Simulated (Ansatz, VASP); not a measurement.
**HRh8 in VASP and in Ansatz**

File INCAR:

```
SYSTEM = HRh8
ALGO = Normal
DIPOL = 0.5 0.5 0.310
EDIFF = 1E-7
ENCUT = 520
GGA = PE
IDIPOL = 3
ISIF = 2
ISMEAR = 0
IVDW = 12
LASPH = .TRUE.
LCHARG = .FALSE.
LDIPOL = .TRUE.
LREAL = .FALSE.
LWAVE = .FALSE.
NBANDS = 70
NELM = 60
PREC = Accurate
SIGMA = 0.1
```

The input KPOINTS:

```
k-points
0
G
  5 7 1
  0 0 0
```

File POSCAR:

```
HRh8
1.0
    5.3650160441      0.0000000000      0.0000000000
    0.0000000000      3.7936392259      0.0000000000
    0.0000000000      0.0000000000     21.2400770646
Rh H
8 1
Direct
    0.2500000000      0.5000000000      0.1883232338
    0.7500000000      0.5000000000      0.1883232338
    0.0000000000      0.0000000000      0.2514705570
    0.5000000000      0.0000000000      0.2514705570
    0.2500000000      0.5000000000      0.3153506346
    0.7500000000      0.5000000000      0.3153506346
    0.0000000000      0.0000000000      0.3738252475
    0.5000000000      0.0000000000      0.3738252475
    0.1666666667      0.0000000000      0.5291919154
```

Input for Ansatz:

```yaml
crystal:
  lattice:
    - [5.3650160441, 0.0, 0.0]
    - [0.0, 3.7936392259, 0.0]
    - [0.0, 0.0, 21.2400770646]
  atoms:
    - { symbol: Rh, position: [0.25, 0.5, 0.1883232338] }
    - { symbol: Rh, position: [0.75, 0.5, 0.1883232338] }
    - { symbol: Rh, position: [0.0, 0.0, 0.251470557] }
    - { symbol: Rh, position: [0.5, 0.0, 0.251470557] }
    - { symbol: Rh, position: [0.25, 0.5, 0.3153506346] }
    - { symbol: Rh, position: [0.75, 0.5, 0.3153506346] }
    - { symbol: Rh, position: [0.0, 0.0, 0.3738252475] }
    - { symbol: Rh, position: [0.5, 0.0, 0.3738252475] }
    - { symbol: H, position: [0.1666666667, 0.0, 0.5291919154] }
basis:
  ecutwfc: 420
kpoints:
  mp_grid: { grid: [5, 7, 1] }
hamiltonian:
  xc: pbe
  pseudopotentials: { kind: paw, azcp: { folder: soft_1 } }
  dispersion: d3bj
scf:
  occupations: { method: gaussian, width: 0.1 }
output:
  forces: true
  eigenvalues: true
efield:
  axis: 3
  dipole_correction: true
  ramp_width: 0.04
```

Alike in both runs: task single point; functional PBE; dispersion D3(BJ); k mesh 5 × 7 × 1; occupations gaussian, width 0.1 eV; no spin polarisation.

|  | VASP | Ansatz |
| --- | --- | --- |
| version | VASP 6.6.1 | Ansatz 0.2.0 |
| potentials or method | VASP PAW PBE potentials, release 64 (Rh_pv, H), cutoff 520 eV | scalar-relativistic, plane waves, PAW |
| valence electrons in the cell | 121 | 137 |

```csv
,VASP,Ansatz,Ansatz less VASP
gap on the k mesh at the Fermi level (eV),none,none,-
rms of the force components (eV/Å),0.296,0.295,-0.0012
```

Atom by atom the forces differ by 0.002 eV/Å (rms over components). A gap of «none» marks a metal or a gap that the smearing closes. VASP's potentials hold 121 valence electrons a cell and Ansatz's 137, so a difference there can come from the potentials and not from the codes.
